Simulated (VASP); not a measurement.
# KTmH4 (F-43m) in VASP: further runs, part 2 of 2

VASP 6.6.1.

### Step 5. Single point, PBE

This run uses another cell than the first one, of 26.92 Å³/atom.

File INCAR:

```
PREC = Accurate ; ENCUT = 500
EDIFF = 1E-6 ; ISMEAR = 0
SIGMA = 0.02 ; LREAL = False
LASPH = True ; NELM = 200
ALGO = Normal ; ISIF = 2
LWAVE = False ; LCHARG = False
GGA = PE ; NBANDS = 20
GGA_COMPAT = False ; LMAXMIX = 6
```

File KPOINTS:

```
Automatic mesh
0
Gamma
  6 6 6
```

File POSCAR:

```
KTmH4
1.0
    0.0000000000      4.3225703526      4.3225703526
    4.3225703526      0.0000000000      4.3225703526
    4.3225703526      4.3225703526      0.0000000000
K Tm H
1 1 4
Direct
    0.7500000000      0.7500000000      0.7500000000
    0.2500000000      0.2500000000      0.2500000000
    0.3832362091      0.8502913726      0.3832362091
    0.3832362091      0.3832362091      0.3832362091
    0.8502913726      0.3832362091      0.3832362091
    0.3832362091      0.3832362091      0.8502913726
```

Potentials or basis: VASP PAW PBE potentials, release 64 (K_sv, Tm_3, H), 4f in core.

On the command line:

```bash
$ cat potpaw_PBE.64/K_sv/POTCAR potpaw_PBE.64/Tm_3/POTCAR potpaw_PBE.64/H/POTCAR > POTCAR
$ mpirun -np 1 vasp_std > vasp.out
```

OUTCAR:

```text
PREC = Accurate
   ENCUT = 500
   EDIFF = 1E-6
   ISMEAR = 0
   LREAL = False
   LASPH = True
   NELM = 200
   ISIF = 2
   GGA = PE

 ion  position               nearest neighbor table
   1  0.750  0.750  0.750-
   2  0.250  0.250  0.250-   4 2.00   3 2.00   5 2.00   6 2.00
   3  0.383  0.850  0.383-   2 2.00
   4  0.383  0.383  0.383-   2 2.00
   5  0.850  0.383  0.383-   2 2.00
   6  0.383  0.383  0.850-   2 2.00

  LATTYP: Found a face centered cubic cell.
 ALAT       =     8.6451407052

  Lattice vectors:

 A1 = (   0.0000000000,   4.3225703526,   4.3225703526)
 A2 = (   4.3225703526,   0.0000000000,   4.3225703526)
 A3 = (   4.3225703526,   4.3225703526,   0.0000000000)

Analysis of symmetry for initial positions (statically):
=====================================================================
 Subroutine PRICEL returns:
 Original cell was already a primitive cell.

 Routine SETGRP: Setting up the symmetry group for a
 face centered cubic supercell.

[... 165 lines left out ...]

 E-fermi :  -2.2934     XC(G=0):  -5.9056

 val. band max:       -2.4967969542   @ k =  -0.3333   0.5000   0.1667
 cond. band min:       0.2691814997   @ k =  -0.3333   0.3333   0.0000
 fundamental gap:      2.7659784538
 Fermi energy:        -2.2933970755

 k-point     1 :       0.0000    0.0000    0.0000
  band No.  band energies     occupation
      1     -32.6840      2.00000
      2     -26.1082      2.00000
      3     -26.1082      2.00000
      4     -26.1082      2.00000
      5     -16.1370      2.00000
      6     -16.1370      2.00000
[... 357 lines left out ...]
     19       4.6186      0.00000
     20       4.7800      0.00000

------------------------ aborting loop because EDIFF is reached ----------------------------------------

  FORCE on cell =-STRESS in cart. coord.  units (eV):
  Direction    XX          YY          ZZ          XY          YZ          ZX
  --------------------------------------------------------------------------------------
  -------------------------------------------------------------------------------------
  Total        0.1153172      0.1153172      0.1153172      0.0000000      0.0000000     -0.0000000
  in kB        1.1437961      1.1437961      1.1437961      0.0000000      0.0000000     -0.0000000
  external PRESSURE =       1.1437961 kB  Pullay stress =       0.0000000 kB

 VOLUME and BASIS-vectors are now :
 -----------------------------------------------------------------------------
  energy-cutoff  :      500.00
  volume of cell :      161.53
      direct lattice vectors                 reciprocal lattice vectors
     0.000000000  4.322570353  4.322570353    -0.115671917  0.115671917  0.115671917
     4.322570353  0.000000000  4.322570353     0.115671917 -0.115671917  0.115671917
     4.322570353  4.322570353  0.000000000     0.115671917  0.115671917 -0.115671917

 POSITION                                       TOTAL-FORCE (eV/Angst)
 -----------------------------------------------------------------------------------
      6.48386      6.48386      6.48386         0.000000      0.000000      0.000000
      2.16129      2.16129      2.16129         0.000000      0.000000      0.000000
      5.33201      3.31313      5.33201        -0.027335      0.027335     -0.027335
      3.31313      3.31313      3.31313         0.027335      0.027335      0.027335
      3.31313      5.33201      5.33201         0.027335     -0.027335     -0.027335
      5.33201      5.33201      3.31313        -0.027335     -0.027335      0.027335
 -----------------------------------------------------------------------------------
    total drift:                                0.000000      0.000000      0.000000

  FREE ENERGIE OF THE ION-ELECTRON SYSTEM (eV)
  ---------------------------------------------------
  free  energy   TOTEN  =       -18.0780570294 eV

  energy  without entropy=      -18.0780570294  energy(sigma->0) =      -18.07805703
```

OSZICAR:

```text
N       E                     dE             d eps       ncg     rms          rms(c)
DAV:   1     0.122048278379E+03    0.12205E+03   -0.88206E+03   640   0.862E+02
DAV:   2    -0.641164859593E+01   -0.12846E+03   -0.12280E+03   696   0.275E+02
DAV:   3    -0.195517287840E+02   -0.13140E+02   -0.13066E+02   956   0.675E+01
DAV:   4    -0.210865423250E+02   -0.15348E+01   -0.15304E+01  1064   0.177E+01
DAV:   5    -0.211306364467E+02   -0.44094E-01   -0.44089E-01   944   0.237E+00    0.250E+01
DAV:   6    -0.188090025445E+02    0.23216E+01   -0.20422E+00   896   0.572E+00    0.147E+01
DAV:   7    -0.180551408841E+02    0.75386E+00   -0.31018E+00   880   0.619E+00    0.230E+00
DAV:   8    -0.180648264134E+02   -0.96855E-02   -0.35151E-01   956   0.307E+00    0.106E+00
DAV:   9    -0.180706720911E+02   -0.58457E-02   -0.45744E-02   976   0.878E-01    0.501E-01
DAV:  10    -0.180749622492E+02   -0.42902E-02   -0.10011E-02   780   0.405E-01    0.238E-01
DAV:  11    -0.180774998167E+02   -0.25376E-02   -0.26612E-03   756   0.249E-01    0.564E-02
DAV:  12    -0.180779590543E+02   -0.45924E-03   -0.47693E-04   812   0.932E-02    0.408E-02
DAV:  13    -0.180780506043E+02   -0.91550E-04   -0.11956E-04   808   0.474E-02    0.131E-02
DAV:  14    -0.180780568445E+02   -0.62401E-05   -0.15203E-05   788   0.197E-02    0.385E-03
DAV:  15    -0.180780570294E+02   -0.18493E-06   -0.15033E-06   932   0.561E-03
   1 F= -.18078057E+02 E0= -.18078057E+02  d E =-.932287E-48
```

It took 52 s on 1 thread of AMD EPYC 9R45 (Zen 5), shared host; peak memory 0.31 GiB.

Results:

- Free energy: -18.0781 eV
- Pressure: 0.1 GPa
- Largest force: 0.047 eV/Å
- Band gap on the k mesh: 2.77 eV (least direct gap 2.77 eV)

Forces in eV/Å, atoms in the order of the input:
```
K    0.000  0.000  0.000
Tm   0.000  0.000  0.000
H   -0.027  0.027 -0.027
H    0.027  0.027  0.027
H    0.027 -0.027 -0.027
H   -0.027 -0.027  0.027
```

Caveat: spin-orbit coupling is left out, which moves the levels of the heavy elements; the 4f electrons are frozen in the core, so they carry no moment and show no levels.

### Step 6. Relaxation of cell and atoms, PBE

This run uses another cell than the first one, of 26.83 Å³/atom.

File INCAR:

```
PREC = Accurate
ENCUT = 500
EDIFF = 1E-7
ISMEAR = 0
SIGMA = 0.02
LREAL = F
LASPH = T
NELM = 200
ALGO = Normal
ISIF = 3
LWAVE = F
LCHARG = F
GGA = PE
IBRION = 2
NSW = 100
EDIFFG = -0.01
GGA_COMPAT = F
NELMIN = 4
LMAXMIX = 6
```

KPOINTS is that of step 5.

File POSCAR:

```
KTmH4
1.0
    0.0000000000      4.3174218000      4.3174218000
    4.3174218000      0.0000000000      4.3174218000
    4.3174218000      4.3174218000      0.0000000000
K Tm H
1 1 4
Direct
    0.7500000000      0.7500000000      0.7500000000
    0.2500000000      0.2500000000      0.2500000000
    0.3831895668      0.8504312995      0.3831895668
    0.3831895668      0.3831895668      0.3831895668
    0.8504312995      0.3831895668      0.3831895668
    0.3831895668      0.3831895668      0.8504312995
```

Potentials or basis: VASP PAW PBE potentials, release 64 (K_sv, Tm_3, H), 4f in core.

On the command line:

```bash
$ cat potpaw_PBE.64/K_sv/POTCAR potpaw_PBE.64/Tm_3/POTCAR potpaw_PBE.64/H/POTCAR > POTCAR
$ mpirun -np 1 vasp_std > vasp.out
```

Wall time 94 s (1 thread of AMD EPYC 9R45 (Zen 5), shared host); peak memory 0.32 GiB.

The run converged. Its results:

```yaml
Free_energy: -18.0783 eV
Relaxed_volume: 26.99 Å³/atom
Relaxed_cell: a = 6.119 Å, b = 6.119 Å, c = 6.119 Å, α = 60.00°, β = 60.00°, γ = 60.00°
Space_group_after_relaxing_to_0.1_Å: F-43m (No. 216)
Energy_gained_by_relaxing: 0.2 meV/atom
Ionic_steps: 3
Pressure_after_relaxing: 0.0 GPa
Band_gap_on_the_k_mesh: 2.76 eV (least direct gap 2.77 eV)
```

The path:
| step | energy change (eV) | largest force (eV/Å) | pressure (GPa) | volume (Å³) |
| --- | --- | --- | --- | --- |
| 1 | 0.0000 | 0.0704 | 0.18 | 160.95 |
| 2 | -0.0011 | 0.0213 | 0.05 | 161.67 |
| 3 | -0.0012 | 0.0015 | -0.01 | 161.97 |

Final structure:
```yaml
crystal:
  lattice:
    - [0.00000, 4.32648, 4.32648]
    - [4.32648, 0.00000, 4.32648]
    - [4.32648, 4.32648, 0.00000]
  atoms:
    - { symbol: K, position: [0.75000, 0.75000, 0.75000] }
    - { symbol: Tm, position: [0.25000, 0.25000, 0.25000] }
    - { symbol: H, position: [0.38351, 0.84947, 0.38351] }
    - { symbol: H, position: [0.38351, 0.38351, 0.38351] }
    - { symbol: H, position: [0.84947, 0.38351, 0.38351] }
    - { symbol: H, position: [0.38351, 0.38351, 0.84947] }
```

Levels at points of the mesh, in eV from the valence-band top:
```tsv
k point	band 9	band 10	band 11	band 12	band 13	band 14
(0.00, 0.00, 0.00)	-0.05	-0.05	-0.05	3.73	3.73	4.83
(0.50, 0.00, 0.00)	-0.80	-0.02	-0.02	2.81	3.85	3.85
(0.50, 0.50, 0.00)	-1.19	0.00	0.00	2.93	2.98	4.07
```

Caveat: spin-orbit coupling is left out, which moves the levels of the heavy elements; the 4f electrons are frozen in the core, so they carry no moment and show no levels.

### Step 7. Overview

| task | cell | k mesh | smearing | gap on the mesh (eV) | pressure (GPa) | relaxed volume (Å³/atom) | largest force (eV/Å) |
| --- | --- | --- | --- | --- | --- | --- | --- |
| single point | a = 5.285 Å, angles 60.0°, 6 atoms, atomic positions A | 4 × 4 × 4 | gaussian 0.1 eV | 1.88 | 2.8 | - | 0.40 |
| single point | a = 6.106 Å, angles 60.0°, 6 atoms, atomic positions B | 4 × 4 × 4 | gaussian 0.1 eV | 2.81 | 0.2 | - | 0.07 |
| relaxation of cell and atoms | relaxed from a = 5.285 Å, angles 60.0°, 6 atoms, atomic positions A | 4 × 4 × 4 | gaussian 0.1 eV | 2.73 | 0.2 | 24.73 | 0.01 |
| single point | a = 6.113 Å, angles 60.0°, 6 atoms, atomic positions B | 6 × 6 × 6 | gaussian 0.02 eV | 2.77 | 0.1 | - | 0.05 |
| relaxation of cell and atoms | relaxed from a = 6.106 Å, angles 60.0°, 6 atoms, atomic positions B | 6 × 6 × 6 | gaussian 0.02 eV | 2.76 | 0.0 | 26.99 | - |

Alike in all rows: level PBE; potentials or basis VASP PAW PBE potentials, release 64 (K_sv, Tm_3, H), 4f in core; no spin polarisation; cutoff (eV) 500.

Caveats: spin-orbit coupling is left out, which moves the levels of the heavy elements; the 4f electrons are frozen in the core, so they carry no moment and show no levels; the volume moved by over 15 % at a fixed basis, so the end points are rough (at least some runs).

Absolute energies hang on the potentials; compare differences alone.
